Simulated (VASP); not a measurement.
A run of VASP 6.6.1:

Contents of INCAR:

```
PREC     = Accurate       # precision mode
ENCUT    = 520            # plane-wave cutoff, eV
EDIFF    = 1E-6           # SCF threshold, eV
ISMEAR   = -1             # smearing method
SIGMA    = 0.05           # smearing width, eV
LREAL    = False          # projectors in reciprocal space
LASPH    = True           # aspherical terms in the spheres
NELM     = 60             # most SCF steps
ALGO     = Normal         # electronic algorithm
ISIF     = 2              # what is computed and relaxed
LWAVE    = False          # write WAVECAR
LCHARG   = False          # write CHGCAR
GGA      = CA             # functional
NBANDS   = 26             # bands
```

File KPOINTS:

```
regular mesh
0
Gamma
  6 6 5
```

POSCAR

```
HgTe
1.0
    2.9520736097     -3.4200728643      0.0000000000
    2.9520736097      3.4200728643      0.0000000000
    0.0000000000      0.0000000000      5.7197939209
Hg Te
2 2
Direct
    0.6569500000      0.3430500000      0.2500000000
    0.3430500000      0.6569500000      0.7500000000
    0.2151910000      0.7848090000      0.2500000000
    0.7848090000      0.2151910000      0.7500000000
```

Potentials or basis: VASP PAW LDA potentials, release 64 (Hg, Te).

Run with:

```console
$ cat potpaw_LDA.64/Hg/POTCAR potpaw_LDA.64/Te/POTCAR > POTCAR
$ mpirun -np 1 vasp_std > vasp.out
```

Hardware: 1 thread of Intel(R) Xeon(R) 6975P-C (Granite Rapids), on a shared host.

Q: Estimate the wall time of this run.

A: Run time: 54 s on 1 thread of Intel(R) Xeon(R) 6975P-C (Granite Rapids), with other jobs on the host, peak memory 0.26 GiB. Counts: scf iterations 13, k points 39.
